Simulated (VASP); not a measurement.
Here is a VASP 6.6.1 calculation.

The input INCAR:

```
PREC = Accurate
ENCUT = 520
EDIFF = 1E-7
ISMEAR = -1
SIGMA = 0.05
LREAL = False
LASPH = True
NELM = 60
ALGO = Normal
ISIF = 2
LWAVE = False
LCHARG = True
GGA = PS
IVDW = 12
LELF = True
LVHAR = True
NBANDS = 11
```

File KPOINTS:

```
Automatic mesh
0
Gamma
  12 12 12
```

Contents of POSCAR:

```
Pd
1.0
    0.0000000000      1.9593911042      1.9593911042
    1.9593911042      0.0000000000      1.9593911042
    1.9593911042      1.9593911042      0.0000000000
Pd
1
Direct
    0.0000000000      0.0000000000      0.0000000000
```

Potentials or basis: VASP PAW PBE potentials, release 64 (Pd).

Run with:

```sh
$ cat potpaw_PBE.64/Pd/POTCAR > POTCAR
$ mpirun -np 1 vasp_std > vasp.out
```

Task: What does it give for the pressure?

Result: -13.3 GPa.

Task: What does it give for the dispersion energy per atom?

Result: -0.609 eV.

Caveat: the PAW data sets were made with another functional, which shifts forces and pressure a little; pairwise dispersion overbinds metals, which lowers pressure and volume.
